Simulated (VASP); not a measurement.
# PmS (F-43m) in VASP: further runs, part 2 of 2

VASP 6.6.1. The steps go on from the part before.

## Step 5: Single point, PBE+U, collinear spin

Contents of INCAR:

```
SYSTEM = PmS
PREC = Accurate
ENCUT = 600
EDIFF = 1E-6
ISMEAR = 0
SIGMA = 0.05
LREAL = .False.
LASPH = .True.
NELM = 200
ALGO = Normal
ISIF = 2
LWAVE = .False.
LCHARG = .True.
ISPIN = 2
MAGMOM = 5 -0.04
LORBIT = 11
LMAXMIX = 6
LDAU = .True.
LDAUTYPE = 2
LDAUL = 3 -1
LDAUU = 3 0
LDAUJ = 0 0
LDAUPRINT = 1
GGA = PE
LELF = .True.
LVHAR = .True.
NBANDS = 22
GGA_COMPAT = .False.
```

Contents of KPOINTS:

```
regular mesh
0
Gamma
  5 5 5
  0 0 0
```

Contents of POSCAR:

```
PmS
1.0
    0.0000000000      3.0811515100      3.0811515100
    3.0811515100      0.0000000000      3.0811515100
    3.0811515100      3.0811515100      0.0000000000
Pm S
1 1
Direct
    0.0000000000      0.0000000000      0.0000000000
    0.2500000000      0.2500000000      0.2500000000
```

Started as:

```console
$ cat potpaw_PBE.64/Pm/POTCAR potpaw_PBE.64/S/POTCAR > POTCAR
$ mpirun -np 1 vasp_std > vasp.out
```

Run time: 55 s. Hardware: 1 thread of AMD EPYC 7R13 (Zen 3), shared host; peak memory 0.22 GiB.

The run converged. Its results:

- Free energy: -13.9906 eV
- Pressure: 7.4 GPa
- Band gap on the k mesh: zero (filled and empty bands overlap)
- Net moment: 5.00 μB per cell
- Site moments: Pm +4.48; S -0.06 μB
- Valence electrons inside the program's atomic spheres: Pm 12.45; S 3.83

Levels at points of the mesh, in eV from the Fermi level:
Spin up:
| k point | band 10 | band 11 | band 12 | band 13 | band 14 | band 15 | band 16 | band 17 |
| --- | --- | --- | --- | --- | --- | --- | --- | --- |
| (0.00, 0.00, 0.00) | -2.63 | -2.63 | -2.30 | -0.10 | 0.09 | 0.09 | 0.09 | 1.52 |
Spin down:
```csv
k point,band 5,band 6,band 7,band 8,band 9,band 10,band 11,band 12
"(0.00, 0.00, 0.00)",-13.93,-4.53,-4.53,-4.53,0.21,2.09,2.09,2.93
```

Eigenvalues of the final occupation matrices:
```
    site  spin  trace                         eigenvalues
site 1 f     1   4.35  0.16 0.16 0.16 0.94 0.97 0.97 0.97
site 1 f     2   0.03  0.00 0.00 0.00 0.00 0.00 0.00 0.01
```

Caveat: the magnetic or orbital state may not be the lowest; the cell stands under pressure; spin-orbit coupling is left out, which moves the levels of the heavy elements.

## Step 6: Single point, PBE+U, collinear spin

Contents of INCAR:

```
ALGO = Normal
EDIFF = 1E-6
ENCUT = 600
GGA = PE
GGA_COMPAT = False
ISIF = 2
ISMEAR = 0
ISPIN = 2
LASPH = True
LCHARG = False
LDAU = True
LDAUJ = 0 0
LDAUL = 3 -1
LDAUPRINT = 1
LDAUTYPE = 2
LDAUU = 3 0
LMAXMIX = 6
LORBIT = 11
LREAL = False
LWAVE = False
MAGMOM = 5.04 -0.05
NBANDS = 22
NELM = 200
PREC = Accurate
SIGMA = 0.05
```

Contents of KPOINTS:

```
k-points
0
Gamma
  5 5 5
```

POSCAR is that of step 5.

Potentials or basis: VASP PAW PBE potentials, release 64 (Pm, S).

Started as:

```console
$ cat potpaw_PBE.64/Pm/POTCAR potpaw_PBE.64/S/POTCAR > POTCAR
$ mpirun -np 1 vasp_std > vasp.out
```

OUTCAR:

```text
EDIFF = 1E-6
   ENCUT = 600
   GGA = PE
   ISIF = 2
   ISMEAR = 0
   ISPIN = 2
   LASPH = True
   LORBIT = 11
   LREAL = False
   NELM = 200
   PREC = Accurate

 ion  position               nearest neighbor table
   1  0.000  0.000  0.000-   2 2.67   2 2.67   2 2.67   2 2.67
   2  0.250  0.250  0.250-   1 2.67   1 2.67   1 2.67   1 2.67

  LATTYP: Found a face centered cubic cell.
 ALAT       =     6.1623030200

  Lattice vectors:

 A1 = (   0.0000000000,   3.0811515100,   3.0811515100)
 A2 = (   3.0811515100,   0.0000000000,   3.0811515100)
 A3 = (   3.0811515100,   3.0811515100,   0.0000000000)

Analysis of symmetry for initial positions (statically):
=====================================================================
 Subroutine PRICEL returns:
 Original cell was already a primitive cell.

 Routine SETGRP: Setting up the symmetry group for a
 face centered cubic supercell.

[... 477 lines left out ...]
      4     -12.4657      1.00000
      5      -8.1268      1.00000
      6       1.2769      1.00000
[... 239 lines left out ...]
     21      12.3525      0.00000
     22      13.5465      0.00000

------------------------ aborting loop because EDIFF is reached ----------------------------------------

  FORCE on cell =-STRESS in cart. coord.  units (eV):
  Direction    XX          YY          ZZ          XY          YZ          ZX
  --------------------------------------------------------------------------------------
  -------------------------------------------------------------------------------------
  Total        2.7092742      2.7092742      2.7092742      0.0000000      0.0000000      0.0000000
  in kB       74.1983739     74.1983739     74.1983739      0.0000000      0.0000000      0.0000000
  external PRESSURE =      74.1983739 kB  Pullay stress =       0.0000000 kB

 VOLUME and BASIS-vectors are now :
 -----------------------------------------------------------------------------
  energy-cutoff  :      600.00
  volume of cell :       58.50
      direct lattice vectors                 reciprocal lattice vectors
     0.000000000  3.081151510  3.081151510    -0.162276992  0.162276992  0.162276992
     3.081151510  0.000000000  3.081151510     0.162276992 -0.162276992  0.162276992
     3.081151510  3.081151510  0.000000000     0.162276992  0.162276992 -0.162276992

 POSITION                                       TOTAL-FORCE (eV/Angst)
 -----------------------------------------------------------------------------------
      0.00000      0.00000      0.00000         0.000000      0.000000      0.000000
      1.54058      1.54058      1.54058        -0.000000     -0.000000     -0.000000
 -----------------------------------------------------------------------------------
    total drift:                                0.000000      0.000000     -0.000000

  FREE ENERGIE OF THE ION-ELECTRON SYSTEM (eV)
  ---------------------------------------------------
  free  energy   TOTEN  =       -13.9905766010 eV

  energy  without entropy=      -13.9836126724  energy(sigma->0) =      -13.98709464

 total charge

# of ion       s       p       d       f       tot
--------------------------------------------------
    1        2.012   5.566   0.496   4.372  12.445
    2        1.329   2.499   0.000   0.000   3.828
--------------------------------------------------
tot          3.341   8.065   0.496   4.372  16.274

 magnetization (x)

# of ion       s       p       d       f       tot
--------------------------------------------------
    1       -0.012   0.018   0.150   4.323   4.479
    2       -0.006  -0.057   0.000   0.000  -0.063
--------------------------------------------------
tot         -0.018  -0.039   0.150   4.323   4.416
```

Run time: 67 s. Hardware: 1 thread of AMD EPYC 7R13 (Zen 3), shared host; peak memory 0.22 GiB.

What came out:

```yaml
Free_energy: -13.9906 eV
Pressure: 7.4 GPa
Band_gap_on_the_k_mesh: zero (filled and empty bands overlap)
Net_moment: 5.00 μB per cell
Site_moments: Pm +4.48; S -0.06 μB
Valence_electrons_inside_the_program's_atomic_spheres: Pm 12.45; S 3.83
```

Eigenvalues of the final occupation matrices:
| site | spin | trace | eigenvalues |
| --- | --- | --- | --- |
| site 1 f | 1 | 4.35 | 0.16 0.16 0.16 0.94 0.97 0.97 0.97 |
| site 1 f | 2 | 0.03 | 0.00 0.00 0.00 0.00 0.00 0.00 0.01 |

Caveat: the magnetic or orbital state may not be the lowest; the cell stands under pressure; spin-orbit coupling is left out, which moves the levels of the heavy elements.

## Step 7: Single point, PBE+U, collinear spin

Contents of INCAR:

```
  ALGO = Normal
  EDIFF = 1E-6
  ENCUT = 600
  GGA = PE
  GGA_COMPAT = False
  ISIF = 2
  ISMEAR = 0
  ISPIN = 2
  LASPH = True
  LCHARG = False
  LDAU = True
  LDAUJ = 0 0
  LDAUL = 3 -1
  LDAUPRINT = 1
  LDAUTYPE = 2
  LDAUU = 3 0
  LMAXMIX = 6
  LORBIT = 11
  LREAL = False
  LWAVE = False
  MAGMOM = 5 -0.04
  NBANDS = 22
  NELM = 200
  PREC = Accurate
  SIGMA = 0.05
```

KPOINTS is that of step 6.

POSCAR is that of step 6.

Started as:

```console
$ cat potpaw_PBE.64/Pm/POTCAR potpaw_PBE.64/S/POTCAR > POTCAR
$ mpirun -np 1 vasp_std > vasp.out
```

Wall time 52 s (1 thread of AMD EPYC 7R13 (Zen 3), shared host); peak memory 0.22 GiB.

The run converged. Its results:

```
Free energy                                           : -13.9906 eV
Pressure                                              : 7.4 GPa
Band gap on the k mesh                                : zero (filled and empty bands overlap)
Net moment                                            : 5.00 μB per cell
Site moments                                          : Pm +4.48; S -0.06 μB
Valence electrons inside the program's atomic spheres : Pm 12.45; S 3.83
```

Levels at points of the mesh, in eV from the Fermi level:
Spin up:
```
           k point  band 9  band 10  band 11  band 12  band 13  band 14  band 15  band 16  band 17  band 18
(0.00, 0.00, 0.00)   -2.63    -2.63    -2.63    -2.30    -0.10     0.09     0.09     0.09     1.52     1.52
```
Spin down:
| k point | band 5 | band 6 | band 7 | band 8 | band 9 | band 10 | band 11 | band 12 |
| --- | --- | --- | --- | --- | --- | --- | --- | --- |
| (0.00, 0.00, 0.00) | -13.93 | -4.53 | -4.53 | -4.53 | 0.21 | 2.09 | 2.09 | 2.93 |

Eigenvalues of the final occupation matrices:
| site | spin | trace | eigenvalues |
| --- | --- | --- | --- |
| site 1 f | 1 | 4.35 | 0.16 0.16 0.16 0.94 0.97 0.97 0.97 |
| site 1 f | 2 | 0.03 | 0.00 0.00 0.00 0.00 0.00 0.00 0.01 |

Caveat: the magnetic or orbital state may not be the lowest; the cell stands under pressure; spin-orbit coupling is left out, which moves the levels of the heavy elements.
